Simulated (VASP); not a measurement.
A run of VASP 6.6.1:

INCAR

```
PREC = Accurate ; ENCUT = 520
EDIFF = 1E-6 ; ISMEAR = -1
SIGMA = 0.02 ; LREAL = False
LASPH = True ; NELM = 80
ALGO = Normal ; ISIF = 2
LWAVE = False ; LCHARG = True
GGA = PE ; LELF = True
LVHAR = True ; NBANDS = 55
```

Contents of KPOINTS:

```
Automatic mesh
0
Gamma
  6 6 6
```

POSCAR

```
Ga2O3
1.0
    2.4922597440      1.4389068341      4.3462246992
   -2.4922597440      1.4389068341      4.3462246992
    0.0000000000     -2.8778136682      4.3462246992
Ga O
4 6
Direct
    0.8566471406      0.8566471406      0.8566471406
    0.3566471406      0.3566471406      0.3566471406
    0.1433528594      0.1433528594      0.1433528594
    0.6433528594      0.6433528594      0.6433528594
    0.4468176370      0.0531823630      0.7500000000
    0.0531823630      0.7500000000      0.4468176370
    0.5531823630      0.9468176370      0.2500000000
    0.2500000000      0.5531823630      0.9468176370
    0.9468176370      0.2500000000      0.5531823630
    0.7500000000      0.4468176370      0.0531823630
```

Potentials or basis: VASP PAW PBE potentials, release 64 (Ga_d, O).

Command:

```bash
$ cat potpaw_PBE.64/Ga_d/POTCAR potpaw_PBE.64/O/POTCAR > POTCAR
$ mpirun -np 1 vasp_std > vasp.out
```

Hardware: 1 thread of Intel(R) Xeon(R) 6975P-C (Granite Rapids), on a shared host.

Task: How long does it take, and how much memory?

Result: Run time: 2 min on 1 thread of Intel(R) Xeon(R) 6975P-C (Granite Rapids), on a shared host, peak memory 0.3 GiB. Counts: scf iterations 14, k points 32.
